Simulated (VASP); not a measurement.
# Nd3Si2I (P6/mmm) in VASP: a series of runs

The runs below take Nd3Si2I through relaxation of cell and atoms, with PBE.

Program: VASP 6.6.1. These are calculated values, not measurements. Logs are shortened: lines on timing, memory, paths and dates and some standing lists are left out, and cuts for length are marked.

## Step 1: The cell of the first run

Symmetry: P6/mmm, No. 191, hexagonal system. Conventional cell: a = 4.601 Å, b = 4.601 Å, c = 10.817 Å, α = 90.00°, β = 90.00°, γ = 120.00°. Within 3.5 Å of Nd (site symmetry 6mm) lie 1 Nd at 2.63 Å and 1 I at 2.78 Å. Within 3.5 Å of Nd (site symmetry 6/mmm) lie 2 Nd at 2.63 Å and 6 Si at 2.66 Å. Within 3.5 Å of Si (site symmetry -6m2) lie 3 Si at 2.66 Å and 3 Nd at 2.66 Å. Within 3.7 Å of I (site symmetry 6/mmm) lie 2 Nd at 2.78 Å.

The cell was generated, and may not be a known phase.

## Step 2: Relaxation of cell and atoms, PBE

The input, INCAR:

```
SYSTEM = Nd3Si2I
ALGO = Normal ; EDIFF = 1E-7
EDIFFG = -0.08 ; ENCUT = 500
GGA = PE ; GGA_COMPAT = .FALSE.
IBRION = 2 ; ISIF = 3
ISMEAR = 0 ; LASPH = .TRUE.
LCHARG = .FALSE. ; LMAXMIX = 6
LREAL = .FALSE. ; LWAVE = .FALSE.
NELM = 200 ; NELMIN = 4
NSW = 36 ; PREC = Accurate
SIGMA = 0.15
```

The input, KPOINTS:

```
k-points
0
G
  3 3 1
  0 0 0
```

The input, POSCAR:

```
Nd3Si2I
1.0
    4.6006639600      0.0000000000      0.0000000000
   -2.3003319800      3.9842918600      0.0000000000
    0.0000000000      0.0000000000     10.8166833700
Nd Si I
3 2 1
Direct
    0.0000000000      0.0000000000      0.7427412200
    0.0000000000      0.0000000000      0.2572587800
    0.0000000000      0.0000000000      0.5000000000
    0.3333333300      0.6666666700      0.5000000000
    0.6666666700      0.3333333300      0.5000000000
    0.0000000000      0.0000000000      0.0000000000
```

Potentials or basis: VASP PAW PBE potentials, release 64 (Nd_3, Si, I), 4f in core.

The run is started by

```sh
cat potpaw_PBE.64/Nd_3/POTCAR potpaw_PBE.64/Si/POTCAR potpaw_PBE.64/I/POTCAR > POTCAR
mpirun -np 1 vasp_std > vasp.out
```

OUTCAR:

```text
SYSTEM = Nd3Si2I
   EDIFF = 1E-7
   EDIFFG = -0.08
   ENCUT = 500
   GGA = PE
   IBRION = 2
   ISIF = 3
   ISMEAR = 0
   LASPH = .TRUE.
   LREAL = .FALSE.
   NELM = 200
   NELMIN = 4
   NSW = 36
   PREC = Accurate

 ion  position               nearest neighbor table
   1  0.000  0.000  0.743-   3 2.63   6 2.78
   2  0.000  0.000  0.257-   3 2.63   6 2.78
   3  0.000  0.000  0.500-   1 2.63   2 2.63   4 2.66   5 2.66   4 2.66   5 2.66   5 2.66   4 2.66

   4  0.333  0.667  0.500-   5 2.66   3 2.66   5 2.66   3 2.66   3 2.66   5 2.66
   5  0.667  0.333  0.500-   4 2.66   3 2.66   4 2.66   3 2.66   3 2.66   4 2.66
   6  0.000  0.000  0.000-   1 2.78   2 2.78

  LATTYP: Found a hexagonal cell.
 ALAT       =     4.6006639600
 C/A-ratio  =     2.3511135488

  Lattice vectors:

 A1 = (   4.6006639600,   0.0000000000,   0.0000000000)
 A2 = (  -2.3003319800,   3.9842918600,   0.0000000000)
 A3 = (   0.0000000000,   0.0000000000,  10.8166833700)

Analysis of symmetry for initial positions (statically):
=====================================================================
 Subroutine PRICEL returns:
 Original cell was already a primitive cell.

 Routine SETGRP: Setting up the symmetry group for a
 hexagonal supercell.

 Subroutine GETGRP returns: Found 24 space group operations
 (whereof 24 operations were pure point group operations)
 out of a pool of 24 trial point group operations.

The static configuration has the point symmetry D_6h.

Analysis of symmetry for dynamics (positions and initial velocities):
=====================================================================
 Subroutine PRICEL returns:
 Original cell was already a primitive cell.

 Routine SETGRP: Setting up the symmetry group for a
 hexagonal supercell.

 Subroutine GETGRP returns: Found 24 space group operations
 (whereof 24 operations were pure point group operations)
 out of a pool of 24 trial point group operations.

The dynamic configuration has the point symmetry D_6h.

 Subroutine INISYM returns: Found 24 space group operations
 (whereof 24 operations are pure point group operations),
 and found     1 'primitive' translations

----------------------------------------------------------------------------------------

                                     Primitive cell

  volume of cell :     198.2740

  direct lattice vectors                    reciprocal lattice vectors
     4.600663960  0.000000000  0.000000000     0.217359931  0.125492815  0.000000000
    -2.300331980  3.984291860  0.000000000     0.000000000  0.250985629  0.000000000
     0.000000000  0.000000000 10.816683370     0.000000000  0.000000000  0.092449780

  length of vectors
     4.600663960  4.600663957 10.816683370     0.250985629  0.250985629  0.092449780

  position of ions in fractional coordinates (direct lattice)
     0.000000000  0.000000000  0.742741220
     0.000000000  0.000000000  0.257258780
     0.000000000  0.000000000  0.500000000
     0.333333330  0.666666670  0.500000000
     0.666666670  0.333333330  0.500000000
     0.000000000  0.000000000  0.000000000

  ion indices of the primitive-cell ions
   primitive index   ion index
                 1           1
                 2           2
                 3           3
                 4           4
                 5           5
                 6           6

----------------------------------------------------------------------------------------

 KPOINTS: k-points

Automatic generation of k-mesh.
 Grid dimensions read from file:
 generate k-points for:    3    3    1

 Generating k-lattice:

  Cartesian coordinates                     Fractional coordinates (reciprocal lattice)
     0.072453310  0.041830938  0.000000000     0.333333333 -0.000000000  0.000000000
     0.000000000  0.083661876  0.000000000     0.000000000  0.333333333  0.000000000
     0.000000000  0.000000000  0.092449780     0.000000000  0.000000000  1.000000000

  Length of vectors
     0.083661876  0.083661876  0.092449780

  Shift w.r.t. Gamma in fractional coordinates (k-lattice)
     0.000000000  0.000000000  0.000000000

 Subroutine IBZKPT returns following result:
 ===========================================

 Found      3 irreducible k-points:

 Following reciprocal coordinates:
            Coordinates               Weight
  0.000000  0.000000  0.000000      1.000000
  0.333333  0.000000  0.000000      6.000000
  0.333333  0.333333  0.000000      2.000000
   k-points           NKPTS =      3   k-points in BZ     NKDIM =      3   number of bands    NBANDS=     28
   number of dos      NEDOS =    301   number of ions     NIONS =      6
   total plane-waves  NPLWV = 103680
   dimension x,y,z NGX =    36 NGY =   36 NGZ =   80
   dimension x,y,z NGXF=    72 NGYF=   72 NGZF=  160
   ions per type =               3   2   1
   NGX,Y,Z   is equivalent  to a cutoff of  13.01, 13.01, 12.30 a.u.
   NGXF,Y,Z  is equivalent  to a cutoff of  26.02, 26.02, 24.59 a.u.
 SYSTEM =  Nd3Si2I
   PREC   = accura    normal or accurate (medium, high low for compatibility)
   ISTART =      0    job   : 0-new  1-cont  2-samecut
   ICHARG =      2    charge: 1-file 2-atom 10-const
   ISPIN  =      1    spin polarized calculation?
   LNONCOLLINEAR =      F non collinear calculations
   LSORBIT =      F    spin-orbit coupling
   LASPH  =      T    aspherical Exc in radial PAW
   ENCUT  =  500.0 eV  36.75 Ry    6.06 a.u.   8.39  8.39 19.72*2*pi/ulx,y,z
   NELM   =    200;   NELMIN=  4; NELMDL= -5     # of ELM steps
   EDIFF  = 0.1E-06   stopping-criterion for ELM
   LREAL  =      F    real-space projection
   EDIFFG = -.8E-01   stopping-criterion for IOM
   NSW    =     36    number of steps for IOM
   IBRION =      2    ionic relax: 0-MD 1-quasi-New 2-CG
   NFREE  =      1    steps in history (QN), initial steepest desc. (CG)
   ISIF   =      3    stress and relaxation
   ISYM   =      2    0-nonsym 1-usesym 2-fastsym
   POTIM  = 0.5000    time-step for ionic-motion
   TEBEG  =    0.0;   TEEND  =   0.0 temperature during run
   PSTRESS=    0.0 pullay stress
   NELECT =      48.0000    total number of electrons
   NUPDOWN=      -1.0000    fix difference up-down
   EMIN   =  10.00;   EMAX   =-10.00  energy-range for DOS
   EFERMI =   0.00;   METHOD = LEGACY
   ISMEAR =     0;   SIGMA  =   0.15  broadening in eV -4-tet -1-fermi 0-gaus
   EFERMI_NEDOS =   21; number of points for ismear=-14 and -15
   IALGO  =     38    algorithm
   IMIX   =      4    mixing-type and parameters
     AMIX     =   0.40;   BMIX     =  1.00
     AMIX_MAG =   1.60;   BMIX_MAG =  1.00
  volume/ion in A,a.u.               =      33.05       223.00
  Fermi-wavevector in a.u.,A,eV,Ry     =   1.020313  1.928112 14.164184  1.041038
  Thomas-Fermi vector in A             =   2.153875
   LORBIT       =      0    0 simple, 1 ext, 2 COOP (PROOUT), +10 PAW based schemes
   GGA     = PE    functional components
   LHFCALC =     F    Hartree Fock is set to
   AEXX    =    0.0000 exact exchange contribution
   IVDW    =     0    specifies the selected vdW correction
   LEPSILON=     F    determine dielectric tensor
   LRPA    =     F    only Hartree local field effects (RPA)
 conjugate gradient relaxation of ions
 non-spin polarized calculation
 Gauss-broadening in eV      SIGMA  =   0.15
  energy-cutoff  :      500.00
  volume of cell :      198.27
 maximum number of plane-waves:      5085
 NGX is ok and might be reduce to    36
   NGX = 17   NGY = 17   NGZ = 39

--------------------------------------- Ionic step        1  -------------------------------------------

 number of electron      48.0000000 magnetization

 Free energy of the ion-electron system (eV)
  ---------------------------------------------------
  ext. energy  EPLUGINS =         0.00000000
  ---------------------------------------------------
  free energy    TOTEN  =       -21.89807813 eV

  energy without entropy =      -21.76683380  energy(sigma->0) =      -21.83245596

------------------------ aborting loop because EDIFF is reached ----------------------------------------

  FORCE on cell =-STRESS in cart. coord.  units (eV):
  Direction    XX          YY          ZZ          XY          YZ          ZX
  --------------------------------------------------------------------------------------
  -------------------------------------------------------------------------------------
  Total        8.8743757      8.8743757     16.9626262      0.0000000      0.0000000      0.0000000
  in kB       71.7104782     71.7104780    137.0685755      0.0000000      0.0000000      0.0000000
  external PRESSURE =      93.4965106 kB  Pullay stress =       0.0000000 kB
[... 225 lines left out ...]
  energy  without entropy=      -23.2587968658  energy(sigma->0) =      -23.32911776

--------------------------------------- Ionic step        7  -------------------------------------------

 number of electron      48.0000002 magnetization

 Free energy of the ion-electron system (eV)
  ---------------------------------------------------
  ext. energy  EPLUGINS =         0.00000000
  ---------------------------------------------------
  free energy    TOTEN  =       -23.40926353 eV

  energy without entropy =      -23.27079363  energy(sigma->0) =      -23.34002858

 E-fermi :   2.4702     XC(G=0):  -7.7976

 val. band max:        2.4461107217   @ k =   0.3333   0.0000   0.0000
 cond. band min:       2.5230812332   @ k =   0.3333   0.3333   0.0000
 fundamental gap:      0.0769705114
 Fermi energy:         2.4702179992

 k-point     1 :       0.0000    0.0000    0.0000
  band No.  band energies     occupation
      1     -36.8427      2.00000
      2     -36.8396      2.00000
      3     -34.5688      2.00000
      4     -18.0651      2.00000
      5     -17.9526      2.00000
      6     -17.9526      2.00000
[... 20 lines left out ...]
     27       3.2206      0.00000
     28       3.2206      0.00000

 k-point     2 :       0.3333    0.0000    0.0000
  band No.  band energies     occupation
      1     -36.8418      2.00000
      2     -36.8387      2.00000
      3     -34.5661      2.00000
      4     -18.0607      2.00000
      5     -17.9785      2.00000
      6     -17.9729      2.00000
[... 20 lines left out ...]
     27       3.1217      0.00000
     28       3.1471      0.00000

 k-point     3 :       0.3333    0.3333    0.0000
  band No.  band energies     occupation
      1     -36.8414      2.00000
      2     -36.8382      2.00000
      3     -34.5647      2.00000
      4     -18.0585      2.00000
      5     -17.9769      2.00000
      6     -17.9769      2.00000
[... 53 lines left out ...]
  FREE ENERGIE OF THE ION-ELECTRON SYSTEM (eV)
  ---------------------------------------------------
  free  energy   TOTEN  =       -23.4092635280 eV

  energy  without entropy=      -23.2707936326  energy(sigma->0) =      -23.34002858

 reached required accuracy - stopping structural energy minimisation
```

Wall time 1.7 min (1 thread of Intel Xeon 6975P-C (Granite Rapids), shared host); peak memory 0.33 GiB.

Results:

| Quantity | Value |
| --- | --- |
| Free energy | -23.4093 eV |
| Relaxed volume | 42.84 Å³/atom |
| Relaxed cell | a = 4.914 Å, b = 4.914 Å, c = 12.294 Å, α = 90.00°, β = 90.00°, γ = 120.00° |
| Space group after relaxing (to 0.1 Å) | P6/mmm (No. 191) |
| Energy gained by relaxing | 251.9 meV/atom |
| Ionic steps | 7 |
| Pressure after relaxing | 0.0 GPa |
| Largest force after relaxing | 0.020 eV/Å |
| Band gap on the k mesh | zero (bands 24 and 25 overlap by 0.08 eV) |

Forces on the atoms (eV/Å):
```
Nd   0.000  0.000 -0.020
Nd   0.000  0.000  0.020
Nd   0.000  0.000  0.000
Si   0.000  0.000  0.000
Si   0.000  0.000  0.000
I    0.000  0.000  0.000
```

The path:
```tsv
step	energy change (eV)	largest force (eV/Å)	pressure (GPa)	volume (Å³)
1	0.0000	0.1661	9.35	198.27
2	-1.4635	0.4746	-0.26	258.62
3	-1.4670	0.4452	0.11	254.41
4	-1.4671	0.4544	0.00	255.62
5	-1.4845	0.3498	-0.06	256.51
6	-1.5014	0.0807	-0.17	258.50
7	-1.5112	0.0199	0.00	257.07
```

Final structure:
```cif
data_structure
_symmetry_space_group_name_H-M 'P 1'
_symmetry_Int_Tables_number 1
_cell_length_a 4.9137
_cell_length_b 4.9137
_cell_length_c 12.2943
_cell_angle_alpha 90.000
_cell_angle_beta 90.000
_cell_angle_gamma 120.000
_cell_volume 257.07
loop_
_atom_site_label
_atom_site_type_symbol
_atom_site_fract_x
_atom_site_fract_y
_atom_site_fract_z
_atom_site_occupancy
Nd1 Nd 0.00000 0.00000 0.74966 1
Nd2 Nd 0.00000 0.00000 0.25034 1
Nd3 Nd 0.00000 0.00000 0.50000 1
Si1 Si 0.33333 0.66667 0.50000 1
Si2 Si 0.66667 0.33333 0.50000 1
I1 I 0.00000 0.00000 0.00000 1
```

Caveat: the k points lie up to 0.51 Å⁻¹ apart in the final cell; the volume moved by over 15 % at a fixed basis, so the end points are rough; spin-orbit coupling is left out, which moves the levels of the heavy elements; the 4f electrons are frozen in the core, so they carry no moment and show no levels; the run has no spin polarisation, though such a crystal can be magnetic. Spin polarisation is off, so any magnetic state and its effect on volume and gap are missing.

## Step 3: Relaxation of cell and atoms, PBE

This run uses another cell than the first one, of 26.17 Å³/atom.

The input, INCAR:

```
SYSTEM = Nd3Si2I
  PREC = Accurate
  ENCUT = 500
  EDIFF = 1E-7
  ISMEAR = 0
  SIGMA = 0.15
  LREAL = .FALSE.
  LASPH = .TRUE.
  NELM = 200
  ALGO = Normal
  ISIF = 3
  LWAVE = .FALSE.
  LCHARG = .FALSE.
  GGA = PE
  IBRION = 2
  NSW = 36
  EDIFFG = -0.08
  GGA_COMPAT = .FALSE.
  NELMIN = 4
  LMAXMIX = 6
```

The input, KPOINTS:

```
regular mesh
0
G
  2 2 3
  0 0 0
```

The input, POSCAR:

```
Nd3Si2I
1.0
    6.4942309200      0.0000000000      0.0000000000
   -3.2471154600      5.6241689500      0.0000000000
    0.0000000000      0.0000000000      4.2983934800
Nd Si I
3 2 1
Direct
    0.5000000000      0.0000000000      0.5000000000
    0.0000000000      0.5000000000      0.5000000000
    0.5000000000      0.5000000000      0.5000000000
    0.6666666700      0.3333333300      0.0000000000
    0.3333333300      0.6666666700      0.0000000000
    0.0000000000      0.0000000000      0.0000000000
```

Potentials or basis: VASP PAW PBE potentials, release 64 (Nd_3, Si, I), 4f in core.

The run is started by

```sh
cat potpaw_PBE.64/Nd_3/POTCAR potpaw_PBE.64/Si/POTCAR potpaw_PBE.64/I/POTCAR > POTCAR
mpirun -np 1 vasp_std > vasp.out
```

It took 97 s on 1 thread of Intel Xeon 6975P-C (Granite Rapids), shared host; peak memory 0.27 GiB.

Results (log left out):

```
Free energy                           : -28.7874 eV
Relaxed volume                        : 34.10 Å³/atom
Relaxed cell                          : a = 7.729 Å, b = 7.729 Å, c = 3.954 Å, α = 90.00°, β = 90.00°, γ = 120.00°
Space group after relaxing (to 0.1 Å) : P6/mmm (No. 191)
Energy gained by relaxing             : 472.3 meV/atom
Ionic steps                           : 8
Pressure after relaxing               : 0.1 GPa
Band gap on the k mesh                : zero (bands 24 and 25 overlap by 0.01 eV)
```

Stress tensor (GPa, compression positive):
```
 0.21  0.00  0.00
 0.00  0.21  0.00
 0.00  0.00 -0.27
```

The path:
```
step  energy change (eV)  largest force (eV/Å)  pressure (GPa)  volume (Å³)
   1              0.0000                0.0000           11.64       157.00
   2             -1.7116                0.0000           -1.44       204.06
   3             -1.7125                0.0000           -1.87       206.53
   4             -2.6499                0.0000           -2.65       218.00
   5             -2.6781                0.0000           -2.74       219.24
   6             -2.8050                0.0000            1.40       198.63
   7             -2.8272                0.0000            0.11       204.02
   8             -2.8336                0.0000            0.05       204.58
```

Final structure:
```yaml
crystal:
  lattice:
    - [7.72918, 0.00000, 0.00000]
    - [-3.86459, 6.69367, 0.00000]
    - [0.00000, 0.00000, 3.95434]
  atoms:
    - { symbol: Nd, position: [0.50000, 0.00000, 0.50000] }
    - { symbol: Nd, position: [0.00000, 0.50000, 0.50000] }
    - { symbol: Nd, position: [0.50000, 0.50000, 0.50000] }
    - { symbol: Si, position: [0.66667, 0.33333, 0.00000] }
    - { symbol: Si, position: [0.33333, 0.66667, 0.00000] }
    - { symbol: I, position: [0.00000, 0.00000, 0.00000] }
```

Levels at points of the mesh, in eV from the Fermi level:
```tsv
k point	band 21	band 22	band 23	band 24	band 25	band 26	band 27	band 28
(0.00, 0.00, 0.00)	-1.14	-0.76	0.05	0.05	0.05	0.64	0.64	1.69
(0.50, 0.00, 0.00)	-1.17	-0.71	-0.59	-0.27	0.04	0.71	1.19	1.23
```

Caveat: the k points lie up to 0.53 Å⁻¹ apart in the final cell; the volume moved by over 15 % at a fixed basis, so the end points are rough; spin-orbit coupling is left out, which moves the levels of the heavy elements; the 4f electrons are frozen in the core, so they carry no moment and show no levels; the run has no spin polarisation, though such a crystal can be magnetic. Spin polarisation is off, so any magnetic state and its effect on volume and gap are missing.

The gap in the log of VASP goes by the Fermi energy; the results here count the filled bands.